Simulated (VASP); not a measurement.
# Al (Fm-3m) in VASP: notebook

Aim: see how the results for Al move with the level of theory and the settings. Levels: PBE, r2SCAN+rVV10, r2SCAN, PBE+D3(BJ), HSE06. Tasks: single point, relaxation of cell and atoms.

Program: VASP 6.6.1. These are calculated values, not measurements. Logs are shortened: lines on timing, memory, paths and dates and some standing lists are left out, and cuts for length are marked.

**1. The cell of the first run**

The structure is cubic, space group Fm-3m (No. 225). The conventional cell has a = 3.980 Å, b = 3.980 Å, c = 3.980 Å, α = 90.00°, β = 90.00°, γ = 90.00°. Al (site symmetry m-3m) has 12 Al at 2.81 Å within 3.7 Å.

**2. Single point, PBE**

Contents of INCAR:

```
PREC = Accurate
ENCUT = 520
EDIFF = 1E-7
ISMEAR = -1
SIGMA = 0.02
LREAL = F
LASPH = T
NELM = 60
ALGO = Normal
ISIF = 2
LWAVE = F
LCHARG = T
GGA = PE
LELF = T
LVHAR = T
NBANDS = 8
```

Contents of KPOINTS:

```
regular mesh
0
Gamma
  10 10 10
```

Contents of POSCAR:

```
Al
1.0
    0.0000000000      1.9901956565      1.9901956565
    1.9901956565      0.0000000000      1.9901956565
    1.9901956565      1.9901956565      0.0000000000
Al
1
Direct
    0.0000000000      0.0000000000      0.0000000000
```

Potentials or basis: VASP PAW PBE potentials, release 64 (Al).

Launch:

```console
$ cat potpaw_PBE.64/Al/POTCAR > POTCAR
$ mpirun -np 1 vasp_std > vasp.out
```

OUTCAR:

```text
PREC = Accurate
   ENCUT = 520
   EDIFF = 1E-7
   ISMEAR = -1
   LREAL = F
   LASPH = T
   NELM = 60
   ISIF = 2
   GGA = PE

 ion  position               nearest neighbor table
   1  0.000  0.000  0.000-

  LATTYP: Found a face centered cubic cell.
 ALAT       =     3.9803913130

  Lattice vectors:

 A1 = (   0.0000000000,   1.9901956565,   1.9901956565)
 A2 = (   1.9901956565,   0.0000000000,   1.9901956565)
 A3 = (   1.9901956565,   1.9901956565,   0.0000000000)

Analysis of symmetry for initial positions (statically):
=====================================================================
 Subroutine PRICEL returns:
 Original cell was already a primitive cell.

 Routine SETGRP: Setting up the symmetry group for a
 face centered cubic supercell.

 Subroutine GETGRP returns: Found 48 space group operations
 (whereof 48 operations were pure point group operations)
 out of a pool of 48 trial point group operations.

The static configuration has the point symmetry O_h .

Analysis of symmetry for dynamics (positions and initial velocities):
=====================================================================
 Subroutine PRICEL returns:
 Original cell was already a primitive cell.

 Routine SETGRP: Setting up the symmetry group for a
 face centered cubic supercell.

 Subroutine GETGRP returns: Found 48 space group operations
 (whereof 48 operations were pure point group operations)
 out of a pool of 48 trial point group operations.

The dynamic configuration has the point symmetry O_h .

 Subroutine INISYM returns: Found 48 space group operations
 (whereof 48 operations are pure point group operations),
 and found     1 'primitive' translations

----------------------------------------------------------------------------------------

                                     Primitive cell

  volume of cell :      15.7658

  direct lattice vectors                    reciprocal lattice vectors
     0.000000000  1.990195657  1.990195657    -0.251231580  0.251231580  0.251231580
     1.990195657  0.000000000  1.990195657     0.251231580 -0.251231580  0.251231580
     1.990195657  1.990195657  0.000000000     0.251231580  0.251231580 -0.251231580

  length of vectors
     2.814561689  2.814561689  2.814561689     0.435145862  0.435145862  0.435145862

  position of ions in fractional coordinates (direct lattice)
     0.000000000  0.000000000  0.000000000

  ion indices of the primitive-cell ions
   primitive index   ion index
                 1           1

----------------------------------------------------------------------------------------

 KPOINTS: regular mesh

Automatic generation of k-mesh.
 Grid dimensions read from file:
 generate k-points for:   10   10   10

 Generating k-lattice:

  Cartesian coordinates                     Fractional coordinates (reciprocal lattice)
    -0.025123158  0.025123158  0.025123158     0.100000000  0.000000000  0.000000000
     0.025123158 -0.025123158  0.025123158     0.000000000  0.100000000  0.000000000
     0.025123158  0.025123158 -0.025123158     0.000000000  0.000000000  0.100000000

  Length of vectors
     0.043514586  0.043514586  0.043514586

  Shift w.r.t. Gamma in fractional coordinates (k-lattice)
     0.000000000  0.000000000  0.000000000

 Subroutine IBZKPT returns following result:
 ===========================================

 Found     47 irreducible k-points:

 Following reciprocal coordinates:
            Coordinates               Weight
  0.000000  0.000000  0.000000      1.000000
  0.100000  0.000000  0.000000      8.000000
  0.200000  0.000000  0.000000      8.000000
  0.300000  0.000000  0.000000      8.000000
  0.400000  0.000000  0.000000      8.000000
  0.500000  0.000000  0.000000      4.000000
[... 16 lines left out ...]
  0.300000  0.300000  0.000000      6.000000
  0.400000  0.300000  0.000000     24.000000
 [... further k-points ...]
   k-points           NKPTS =     47   k-points in BZ     NKDIM =     47   number of bands    NBANDS=      8
   number of dos      NEDOS =    301   number of ions     NIONS =      1
   total plane-waves  NPLWV =  13824
   dimension x,y,z NGX =    24 NGY =   24 NGZ =   24
   dimension x,y,z NGXF=    48 NGYF=   48 NGZF=   48
   ions per type =               1
   NGX,Y,Z   is equivalent  to a cutoff of  14.18, 14.18, 14.18 a.u.
   NGXF,Y,Z  is equivalent  to a cutoff of  28.35, 28.35, 28.35 a.u.
 SYSTEM =  unknown system
   PREC   = accura    normal or accurate (medium, high low for compatibility)
   ISTART =      0    job   : 0-new  1-cont  2-samecut
   ICHARG =      2    charge: 1-file 2-atom 10-const
   ISPIN  =      1    spin polarized calculation?
   LNONCOLLINEAR =      F non collinear calculations
   LSORBIT =      F    spin-orbit coupling
   LASPH  =      T    aspherical Exc in radial PAW
   ENCUT  =  520.0 eV  38.22 Ry    6.18 a.u.   5.23  5.23  5.23*2*pi/ulx,y,z
   NELM   =     60;   NELMIN=  2; NELMDL= -5     # of ELM steps
   EDIFF  = 0.1E-06   stopping-criterion for ELM
   LREAL  =      F    real-space projection
   EDIFFG = 0.1E-05   stopping-criterion for IOM
   NSW    =      0    number of steps for IOM
   IBRION =     -1    ionic relax: 0-MD 1-quasi-New 2-CG
   NFREE  =      0    steps in history (QN), initial steepest desc. (CG)
   ISIF   =      2    stress and relaxation
   ISYM   =      2    0-nonsym 1-usesym 2-fastsym
   POTIM  = 0.5000    time-step for ionic-motion
   TEBEG  =    0.0;   TEEND  =   0.0 temperature during run
   PSTRESS=    0.0 pullay stress
   NELECT =       3.0000    total number of electrons
   NUPDOWN=      -1.0000    fix difference up-down
   EMIN   =  10.00;   EMAX   =-10.00  energy-range for DOS
   EFERMI =   0.00;   METHOD = LEGACY
   ISMEAR =    -1;   SIGMA  =   0.02  broadening in eV -4-tet -1-fermi 0-gaus
   EFERMI_NEDOS =   21; number of points for ismear=-14 and -15
   IALGO  =     38    algorithm
   IMIX   =      4    mixing-type and parameters
     AMIX     =   0.40;   BMIX     =  1.00
     AMIX_MAG =   1.60;   BMIX_MAG =  1.00
  volume/ion in A,a.u.               =      15.77       106.39
  Fermi-wavevector in a.u.,A,eV,Ry     =   0.941621  1.779406 12.063608  0.886650
  Thomas-Fermi vector in A             =   2.069150
   LORBIT       =      0    0 simple, 1 ext, 2 COOP (PROOUT), +10 PAW based schemes
   GGA     = PE    functional components
   LHFCALC =     F    Hartree Fock is set to
   AEXX    =    0.0000 exact exchange contribution
   IVDW    =     0    specifies the selected vdW correction
   LEPSILON=     F    determine dielectric tensor
   LRPA    =     F    only Hartree local field effects (RPA)
 non-spin polarized calculation
  energy-cutoff  :      520.00
  volume of cell :       15.77
 maximum number of plane-waves:       444
 NGX is ok and might be reduce to    24
   NGX = 11   NGY = 11   NGZ = 11

 number of electron       3.0000000 magnetization

 Free energy of the ion-electron system (eV)
  ---------------------------------------------------
  ext. energy  EPLUGINS =         0.00000000
  ---------------------------------------------------
  free energy    TOTEN  =        -3.71934183 eV

  energy without entropy =       -3.71814997  energy(sigma->0) =       -3.71874590

 E-fermi :   8.5851     XC(G=0): -10.3638

 val. band max:        8.5543848748   @ k =  -0.4000   0.4000   0.1000
 cond. band min:       8.6195909363   @ k =  -0.4000   0.4000   0.0000
 fundamental gap:      0.0652060615
 Fermi energy:         8.5851074186

 k-point     1 :       0.0000    0.0000    0.0000
  band No.  band energies     occupation
      1      -2.9709      2.00000
      2      21.3562      0.00000
      3      21.3562      0.00000
      4      21.3562      0.00000
      5      23.1979      0.00000
      6      23.1979      0.00000
      7      23.1979      0.00000
      8      25.2806      0.00000

 k-point     2 :       0.1000    0.0000    0.0000
  band No.  band energies     occupation
      1      -2.6910      2.00000
      2      18.0540      0.00000
      3      20.6948      0.00000
      4      20.6948      0.00000
      5      23.7382      0.00000
      6      24.2899      0.00000
      7      24.2899      0.00000
      8      27.0608      0.00000

 k-point     3 :       0.2000    0.0000    0.0000
  band No.  band energies     occupation
      1      -1.8545      2.00000
      2      13.9574      0.00000
      3      19.9501      0.00000
      4      19.9501      0.00000
      5      23.4066      0.00000
      6      24.6245      0.00000
      7      24.6245      0.00000
      8      26.7033      0.00000

 k-point     4 :       0.3000    0.0000    0.0000
  band No.  band energies     occupation
      1      -0.4717      2.00000
      2      10.1662      0.00000
      3      19.6002      0.00000
      4      19.6002      0.00000
      5      22.7908      0.00000
      6      22.7908      0.00000
      7      23.2121      0.00000
      8      26.8983      0.00000

 k-point     5 :       0.4000    0.0000    0.0000
  band No.  band energies     occupation
      1       1.4407      2.00000
      2       6.7930      2.00000
      3      19.6975      0.00000
      4      19.6975      0.00000
      5      21.3089      0.00000
      6      21.3089      0.00000
      7      23.4135      0.00000
      8      25.3338      0.00000
[... 177 lines left out ...]
 k-point    22 :      -0.2000    0.2000    0.0000
  band No.  band energies     occupation
      1      -0.0140      2.00000
      2      11.6022      0.00000
      3      13.2336      0.00000
      4      20.0226      0.00000
      5      22.0868      0.00000
      6      24.2482      0.00000
      7      25.4886      0.00000
      8      26.4640      0.00000

 k-point    23 :       0.3000    0.3000    0.0000
  band No.  band energies     occupation
      1       0.3502      2.00000
      2      14.5223      0.00000
      3      15.2193      0.00000
      4      15.5501      0.00000
      5      15.5501      0.00000
      6      19.3185      0.00000
      7      31.3909      0.00000
      8      32.6959      0.00000

 k-point    24 :       0.4000    0.3000    0.0000
  band No.  band energies     occupation
      1       1.7075      2.00000
      2      11.9736      0.00000
      3      12.5049      0.00000
      4      15.1589      0.00000
      5      16.4361      0.00000
      6      20.2646      0.00000
      7      30.7058      0.00000
      8      33.0847      0.00000

 [... further k-points ...]
[... 5 lines left out ...]
  --------------------------------------------------------------------------------------
  -------------------------------------------------------------------------------------
  Total        0.3180774      0.3180774      0.3180774      0.0000000      0.0000000      0.0000000
  in kB       32.3240702     32.3240702     32.3240702      0.0000000      0.0000000      0.0000000
  external PRESSURE =      32.3240702 kB  Pullay stress =       0.0000000 kB

 VOLUME and BASIS-vectors are now :
 -----------------------------------------------------------------------------
  energy-cutoff  :      520.00
  volume of cell :       15.77
      direct lattice vectors                 reciprocal lattice vectors
     0.000000000  1.990195657  1.990195657    -0.251231580  0.251231580  0.251231580
     1.990195657  0.000000000  1.990195657     0.251231580 -0.251231580  0.251231580
     1.990195657  1.990195657  0.000000000     0.251231580  0.251231580 -0.251231580

 POSITION                                       TOTAL-FORCE (eV/Angst)
 -----------------------------------------------------------------------------------
      0.00000      0.00000      0.00000        -0.000000     -0.000000     -0.000000
 -----------------------------------------------------------------------------------
    total drift:                                0.000000     -0.000000     -0.000000

  FREE ENERGIE OF THE ION-ELECTRON SYSTEM (eV)
  ---------------------------------------------------
  free  energy   TOTEN  =        -3.7193418308 eV

  energy  without entropy=       -3.7181499701  energy(sigma->0) =       -3.71874590
```

Wall time 4.8 s (1 thread of Intel Xeon 8259CL, shared host); peak memory 0.13 GiB.

Results:

```yaml
Free_energy: -3.7193 eV
Pressure: 3.2 GPa
```

(Continued in part 2 of 3.)
